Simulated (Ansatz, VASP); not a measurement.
**One calculation of HfB2, two programs**

```
Hf B
1.0
     3.14000    0.00000    0.00000
    -1.57000    2.71932    0.00000
     0.00000    0.00000    3.48000
Hf B
1 2
Direct
  0.00000 0.00000 0.00000
  0.66667 0.33333 0.50000
  0.33333 0.66667 0.50000
```

Alike in both runs: task relaxation of cell and atoms; functional PBEsol; dispersion D3(BJ); k mesh 10 × 10 × 8; occupations fermi-dirac, width 0.05 eV; no spin polarisation.

|  | VASP | Ansatz |
| --- | --- | --- |
| version | VASP 6.6.1 | Ansatz 0.2.0 |
| potentials or method | VASP PAW PBE potentials, release 64 (Hf_pv, B) | Ansatz PAW |
| plane-wave cutoff (eV) | 600 | 420 |
| valence electrons in the cell | 16 | 32 |

```tsv
	VASP	Ansatz	Ansatz less VASP
relaxed volume (Å³/atom)	9.51	9.52	+0.002
relaxed cell length with the largest relative difference (Å)	3.422	3.420	-0.0019
```

VASP's potentials were made for PBE, not for PBEsol. VASP's potentials hold 16 valence electrons a cell and Ansatz's 32, so a difference there can come from the potentials and not from the codes.

Spin-orbit coupling is off throughout. Noted on Ansatz's run: the plane-wave basis is chosen anew once the cell has moved, so the energies of steps on either side of that aren't comparable.
